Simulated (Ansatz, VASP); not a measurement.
SiC: VASP beside Ansatz

```
Si C
1.0
     0.00000    2.17900    2.17900
     2.17900    0.00000    2.17900
     2.17900    2.17900    0.00000
Si C
1 1
Direct
  0.00000 0.00000 0.00000
  0.25000 0.25000 0.25000
```

Alike in both runs: task single point; functional PBE; k mesh 4 × 4 × 4; occupations gaussian, width 0.02 eV; no spin polarisation.

|  | VASP | Ansatz |
| --- | --- | --- |
| version | VASP 6.6.1 | Ansatz 0.2.0 |
| potentials or method | VASP PAW PBE potentials, release 64 (Si, C), cutoff 600 eV | scalar-relativistic, plane waves, PAW |
| valence electrons in the cell | 8 | 8 |

```tsv
	VASP	Ansatz	Ansatz less VASP
gap on the k mesh at the Fermi level (eV)	1.31	1.31	+0.002
least direct gap on the mesh (eV)	4.51	4.52	+0.004
pressure (GPa)	3.5	3.7	+0.21
```

The k mesh is coarse, so the values compare programs but aren't converged.
